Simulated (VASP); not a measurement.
# CoSi2 (Fm-3m) in VASP: notebook

Runs on CoSi2. Level: PBEsol. Tasks: single point.

Everything below comes from runs of VASP 6.6.1. Logs are shortened: lines on timing, memory, paths and dates and some standing lists are left out, and cuts for length are marked.

## 1. The cell of the first run

Symmetry: Fm-3m, No. 225, cubic system. Conventional cell: a = 5.356 Å, b = 5.356 Å, c = 5.356 Å, α = 90.00°, β = 90.00°, γ = 90.00°. Within 3.1 Å of Co (site symmetry m-3m) lie 8 Si at 2.32 Å. Si (site symmetry -43m) has 4 Co at 2.32 Å and 6 Si at 2.68 Å within 3.1 Å.

## 2. Single point, PBEsol, collinear spin, ferromagnetic start

INCAR reads:

```
  ALGO = Normal
  EDIFF = 1E-7
  ENCUT = 520
  GGA = PS
  ISIF = 2
  ISMEAR = -1
  ISPIN = 2
  LASPH = T
  LCHARG = F
  LMAXMIX = 4
  LORBIT = 11
  LREAL = F
  LWAVE = F
  MAGMOM = 0.76 0.12 0.12
  NBANDS = 20
  NELM = 150
  NUPDOWN = 1.2
  PREC = Accurate
  SIGMA = 0.1
```

KPOINTS reads:

```
k-points
0
Gamma
  10 10 10
```

POSCAR reads:

```
CoSi2
1.0
    0.0000000000      2.6780000000      2.6780000000
    2.6780000000      0.0000000000      2.6780000000
    2.6780000000      2.6780000000      0.0000000000
Co Si
1 2
Direct
    0.0000000000      0.0000000000      0.0000000000
    0.2500000000      0.2500000000      0.2500000000
    0.7500000000      0.7500000000      0.7500000000
```

Potentials or basis: VASP PAW PBE potentials, release 64 (Co, Si).

The run is started by

```
> cat potpaw_PBE.64/Co/POTCAR potpaw_PBE.64/Si/POTCAR > POTCAR
> mpirun -np 1 vasp_std > vasp.out
```

OUTCAR:

```text
EDIFF = 1E-7
   ENCUT = 520
   GGA = PS
   ISIF = 2
   ISMEAR = -1
   ISPIN = 2
   LASPH = T
   LORBIT = 11
   LREAL = F
   NELM = 150
   NUPDOWN = 1.2
   PREC = Accurate

 ion  position               nearest neighbor table
   1  0.000  0.000  0.000-   3 2.32   2 2.32   3 2.32   2 2.32   3 2.32   3 2.32   2 2.32   2 2.32

   2  0.250  0.250  0.250-   1 2.32   1 2.32   1 2.32   1 2.32   3 2.68   3 2.68   3 2.68   3 2.68
                             3 2.68   3 2.68
   3  0.750  0.750  0.750-   1 2.32   1 2.32   1 2.32   1 2.32   2 2.68   2 2.68   2 2.68   2 2.68
                             2 2.68   2 2.68

  LATTYP: Found a face centered cubic cell.
 ALAT       =     5.3560000000

  Lattice vectors:

 A1 = (   0.0000000000,   2.6780000000,   2.6780000000)
 A2 = (   2.6780000000,   0.0000000000,   2.6780000000)
 A3 = (   2.6780000000,   2.6780000000,   0.0000000000)

Analysis of symmetry for initial positions (statically):
=====================================================================
 Subroutine PRICEL returns:
 Original cell was already a primitive cell.

 Routine SETGRP: Setting up the symmetry group for a
 face centered cubic supercell.

 Subroutine GETGRP returns: Found 48 space group operations
 (whereof 48 operations were pure point group operations)
 out of a pool of 48 trial point group operations.

The static configuration has the point symmetry O_h .

Analysis of symmetry for dynamics (positions and initial velocities):
=====================================================================
 Subroutine PRICEL returns:
 Original cell was already a primitive cell.

 Routine SETGRP: Setting up the symmetry group for a
 face centered cubic supercell.

 Subroutine GETGRP returns: Found 48 space group operations
 (whereof 48 operations were pure point group operations)
 out of a pool of 48 trial point group operations.

The dynamic configuration has the point symmetry O_h .

Analysis of structural, dynamic, and magnetic symmetry:
=====================================================================
 Subroutine PRICEL returns:
 Original cell was already a primitive cell.

 Routine SETGRP: Setting up the symmetry group for a
 face centered cubic supercell.

 Subroutine GETGRP returns: Found 48 space group operations
 (whereof 48 operations were pure point group operations)
 out of a pool of 48 trial point group operations.

The overall configuration has the point symmetry O_h .

 Subroutine INISYM returns: Found 48 space group operations
 (whereof 48 operations are pure point group operations),
 and found     1 'primitive' translations

----------------------------------------------------------------------------------------
[... 122 lines left out ...]
   AEXX    =    0.0000 exact exchange contribution
   IVDW    =     0    specifies the selected vdW correction
   LEPSILON=     F    determine dielectric tensor
   LRPA    =     F    only Hartree local field effects (RPA)
 spin polarized calculation
  energy-cutoff  :      520.00
  volume of cell :       38.41
 maximum number of plane-waves:      1056
   NGX = 15   NGY = 15   NGZ = 15

 number of electron      16.9999995 magnetization       1.1999855

 Free energy of the ion-electron system (eV)
  ---------------------------------------------------
  ext. energy  EPLUGINS =         0.00000000
  ---------------------------------------------------
  free energy    TOTEN  =       -20.34165333 eV

  energy without entropy =      -20.28046976  energy(sigma->0) =      -20.31106154

 E-fermi :   9.5192     XC(G=0): -11.8543

 val. band max:       11.5849237447   @ k =   0.5000   0.4000   0.1000
 cond. band min:       9.5280996491   @ k =  -0.4000   0.3000   0.1000
 fundamental gap:     -2.0568240956
 Fermi energy:        11.5859989568

 spin component 1

 k-point     1 :       0.0000    0.0000    0.0000
  band No.  band energies     occupation
      1      -3.2371      1.00000
      2       5.6507      1.00000
      3       5.6507      1.00000
      4       5.6507      1.00000
      5       7.6803      1.00000
      6       7.6803      1.00000
[... 541 lines left out ...]
     19      24.0054      0.00000
     20      24.4109      0.00000

 [... further k-points ...]

 spin component 2

 k-point     1 :       0.0000    0.0000    0.0000
  band No.  band energies     occupation
      1      -2.9813      1.00000
      2       6.1017      1.00000
      3       6.1017      1.00000
      4       6.1017      1.00000
      5       8.3118      0.99999
      6       8.3118      0.99999
[... 541 lines left out ...]
     19      24.3022      0.00000
     20      24.6757      0.00000

 [... further k-points ...]

------------------------ aborting loop because EDIFF is reached ----------------------------------------

  FORCE on cell =-STRESS in cart. coord.  units (eV):
  Direction    XX          YY          ZZ          XY          YZ          ZX
  --------------------------------------------------------------------------------------
  -------------------------------------------------------------------------------------
  Total        0.4433007      0.4433007      0.4433007      0.0000000      0.0000000     -0.0000000
  in kB       18.4904405     18.4904405     18.4904405      0.0000000      0.0000000     -0.0000000
  external PRESSURE =      18.4904405 kB  Pullay stress =       0.0000000 kB

 VOLUME and BASIS-vectors are now :
 -----------------------------------------------------------------------------
  energy-cutoff  :      520.00
  volume of cell :       38.41
      direct lattice vectors                 reciprocal lattice vectors
     0.000000000  2.678000000  2.678000000    -0.186706497  0.186706497  0.186706497
     2.678000000  0.000000000  2.678000000     0.186706497 -0.186706497  0.186706497
     2.678000000  2.678000000  0.000000000     0.186706497  0.186706497 -0.186706497

 POSITION                                       TOTAL-FORCE (eV/Angst)
 -----------------------------------------------------------------------------------
      0.00000      0.00000      0.00000         0.000000     -0.000000     -0.000000
      1.33900      1.33900      1.33900        -0.000000      0.000000      0.000000
      4.01700      4.01700      4.01700         0.000000      0.000000     -0.000000
 -----------------------------------------------------------------------------------
    total drift:                               -0.000000     -0.000000      0.000000

  FREE ENERGIE OF THE ION-ELECTRON SYSTEM (eV)
  ---------------------------------------------------
  free  energy   TOTEN  =       -20.3416533290 eV

  energy  without entropy=      -20.2804697562  energy(sigma->0) =      -20.31106154

 total charge

# of ion       s       p       d       tot
------------------------------------------
    1        0.545   0.725   7.571   8.842
    2        0.739   0.864   0.000   1.603
    3        0.739   0.864   0.000   1.603
--------------------------------------------------
tot          2.023   2.453   7.571  12.047

 magnetization (x)

# of ion       s       p       d       tot
------------------------------------------
    1        0.011   0.126   0.625   0.761
    2        0.029   0.064   0.000   0.093
    3        0.029   0.064   0.000   0.093
--------------------------------------------------
tot          0.068   0.253   0.625   0.946
```

OSZICAR:

```text
N       E                     dE             d eps       ncg     rms          rms(c)
DAV:   1     0.674550049340E+02    0.67455E+02   -0.67911E+03  3784   0.839E+02
DAV:   2    -0.174220597662E+02   -0.84877E+02   -0.74286E+02  3968   0.185E+02
DAV:   3    -0.220763544031E+02   -0.46543E+01   -0.44869E+01  4524   0.463E+01
DAV:   4    -0.221542593744E+02   -0.77905E-01   -0.77699E-01  4344   0.539E+00
DAV:   5    -0.221563888661E+02   -0.21295E-02   -0.21291E-02  4652   0.963E-01    0.161E+01
DAV:   6    -0.274232349992E+02   -0.52668E+01   -0.24730E+01  4228   0.958E+01    0.226E+01
DAV:   7    -0.203967010534E+02    0.70265E+01   -0.12192E+01  4700   0.718E+01    0.342E+00
DAV:   8    -0.203873964177E+02    0.93046E-02   -0.73149E-01  4924   0.673E+00    0.245E+00
DAV:   9    -0.203422653656E+02    0.45131E-01   -0.90404E-02  4500   0.456E+00    0.748E-01
DAV:  10    -0.203418181046E+02    0.44726E-03   -0.34119E-03  4968   0.351E-01    0.305E-01
DAV:  11    -0.203417404968E+02    0.77608E-04   -0.10360E-03  4632   0.542E-01    0.131E-01
DAV:  12    -0.203416502082E+02    0.90289E-04   -0.29457E-04  4648   0.313E-01    0.247E-02
DAV:  13    -0.203416545111E+02   -0.43029E-05   -0.16726E-05  4800   0.291E-02    0.110E-02
DAV:  14    -0.203416538278E+02    0.68329E-06   -0.13003E-06  4620   0.130E-02    0.609E-03
DAV:  15    -0.203416532978E+02    0.53006E-06   -0.45361E-07  4640   0.670E-03    0.270E-03
DAV:  16    -0.203416533290E+02   -0.31272E-07   -0.54088E-08  2512   0.350E-03
   1 F= -.20341653E+02 E0= -.20311062E+02  d E =-.611836E-01  mag=     1.2000
```

stdout:

```text
POSCAR found type information on POSCAR CoSi
 POSCAR found :  2 types and       3 ions
 scaLAPACK will be used
 -----------------------------------------------------------------------------
|                                                                             |
|                                                                             |
|     You enforced a specific xc type in the INCAR file but a different       |
|     I HOPE YOU KNOW WHAT YOU ARE DOING!                                     |
|                                                                             |
 -----------------------------------------------------------------------------

 LDA part: xc-table for (Slater+PW92), standard interpolation
 POSCAR, INCAR and KPOINTS ok, starting setup
 FFT: planning ... GRIDC
 FFT: planning ... GRID_SOFT
 FFT: planning ... GRID
 WAVECAR not read
 entering main loop
```

It took 31 s on 1 thread of Intel Xeon 6975P-C (Granite Rapids), shared host; peak memory 0.2 GiB.

Results:

```
Free energy                                           : -20.3417 eV
Pressure                                              : 1.8 GPa
Net moment                                            : 1.20 μB per cell
Site moments                                          : Co +0.76; Si +0.09 μB
Valence electrons inside the program's atomic spheres : Co 8.84; Si 1.60
```

Caveat: the PAW data sets were made with another functional, which shifts forces and pressure a little; the total moment is fixed, so each spin has its own Fermi level.

## 3. Single point, PBEsol, collinear spin, ferromagnetic start

INCAR reads:

```
ALGO = Normal
EDIFF = 1E-6
ENCUT = 520
GGA = PS
ISIF = 2
ISMEAR = -1
ISPIN = 2
LASPH = T
LCHARG = F
LMAXMIX = 4
LORBIT = 11
LREAL = F
LWAVE = F
MAGMOM = 1.16 0.18 0.18
NBANDS = 20
NELM = 150
NUPDOWN = 1.8
PREC = Accurate
SIGMA = 0.1
```

KPOINTS is that of step 2.

POSCAR is that of step 2.

Potentials or basis: VASP PAW PBE potentials, release 64 (Co, Si).

The run is started by

```
> cat potpaw_PBE.64/Co/POTCAR potpaw_PBE.64/Si/POTCAR > POTCAR
> mpirun -np 1 vasp_std > vasp.out
```

It took 29 s on 1 thread of Intel Xeon 6975P-C (Granite Rapids), shared host; peak memory 0.2 GiB.

The run converged. Its results:

- Free energy: -19.6511 eV
- Pressure: 8.0 GPa
- Net moment: 1.80 μB per cell
- Site moments: Co +1.13; Si +0.14 μB
- Valence electrons inside the program's atomic spheres: Co 8.81; Si 1.62

Caveat: the PAW data sets were made with another functional, which shifts forces and pressure a little; the total moment is fixed, so each spin has its own Fermi level.

## 4. Single point, PBEsol, collinear spin, ferromagnetic start

INCAR reads:

```
SYSTEM = CoSi2
PREC     = Accurate       ! precision mode
ENCUT    = 520            ! plane-wave cutoff, eV
EDIFF    = 1E-6           ! SCF threshold, eV
ISMEAR   = -1             ! smearing method
SIGMA    = 0.1            ! smearing width, eV
LREAL    = .False.        ! projectors in reciprocal space
LASPH    = .True.         ! aspherical terms in the spheres
NELM     = 150            ! most SCF steps
ALGO     = Normal         ! electronic algorithm
ISIF     = 2              ! what is computed and relaxed
LWAVE    = .False.        ! write WAVECAR
LCHARG   = .False.        ! write CHGCAR
ISPIN    = 2              ! spin polarisation
MAGMOM   = 1.5 0.24 0.24  ! initial moments
LORBIT   = 11             ! projections on sites
NUPDOWN  = 2.4            ! fixed moment
LMAXMIX  = 4              ! l up to which the mixer works
GGA      = PS             ! functional
NBANDS   = 20             ! bands
```

KPOINTS reads:

```
regular mesh
0
Gamma
  10 10 10
  0 0 0
```

POSCAR is that of step 3.

The run is started by

```
> cat potpaw_PBE.64/Co/POTCAR potpaw_PBE.64/Si/POTCAR > POTCAR
> mpirun -np 1 vasp_std > vasp.out
```

It took 29 s on 1 thread of Intel Xeon 6975P-C (Granite Rapids), shared host; peak memory 0.2 GiB.

Results (log left out):

```yaml
Free_energy: -18.8344 eV
Pressure: 14.2 GPa
Net_moment: 2.40 μB per cell
Site_moments: Co +1.46; Si +0.20 μB
Valence_electrons_inside_the_program's_atomic_spheres: Co 8.77; Si 1.63
```

Caveat: the PAW data sets were made with another functional, which shifts forces and pressure a little; the total moment is fixed, so each spin has its own Fermi level.

## 5. Single point, PBEsol, collinear spin, ferromagnetic start

INCAR reads:

```
SYSTEM = CoSi2
PREC = Accurate
ENCUT = 520
EDIFF = 1E-6
ISMEAR = -1
SIGMA = 0.1
LREAL = .False.
LASPH = .True.
NELM = 150
ALGO = Normal
ISIF = 2
LWAVE = .False.
LCHARG = .False.
ISPIN = 2
MAGMOM = 1.82 0.31 0.31
LORBIT = 11
NUPDOWN = 3.0
LMAXMIX = 4
GGA = PS
NBANDS = 20
```

KPOINTS is that of step 4.

POSCAR is that of step 4.

The run is started by

```
> cat potpaw_PBE.64/Co/POTCAR potpaw_PBE.64/Si/POTCAR > POTCAR
> mpirun -np 1 vasp_std > vasp.out
```

Run time: 30 s. Hardware: 1 thread of Intel Xeon 6975P-C (Granite Rapids), shared host; peak memory 0.2 GiB.

The run converged. Its results:

```yaml
Free_energy: -17.8476 eV
Pressure: 20.3 GPa
Net_moment: 3.00 μB per cell
Site_moments: Co +1.77; Si +0.25 μB
Valence_electrons_inside_the_program's_atomic_spheres: Co 8.72; Si 1.65
```

Caveat: the PAW data sets were made with another functional, which shifts forces and pressure a little; the total moment is fixed, so each spin has its own Fermi level.

## 6. The runs side by side

```tsv
fixed moment (μB)	pressure (GPa)	moment (μB)
1.2	1.8	1.20
1.8	8.0	1.80
2.4	14.2	2.40
3.0	20.3	3.00
```

Alike in all rows: task single point; level PBEsol; potentials or basis VASP PAW PBE potentials, release 64 (Co, Si); spin collinear, ferromagnetic start; cell as given; k mesh 10 × 10 × 10; cutoff (eV) 520; smearing fermi-dirac 0.1 eV.

Caveats: the PAW data sets were made with another functional, which shifts forces and pressure a little; the total moment is fixed, so each spin has its own Fermi level.

Total energies depend on the potentials used, so only differences within one code and one set of settings carry meaning.
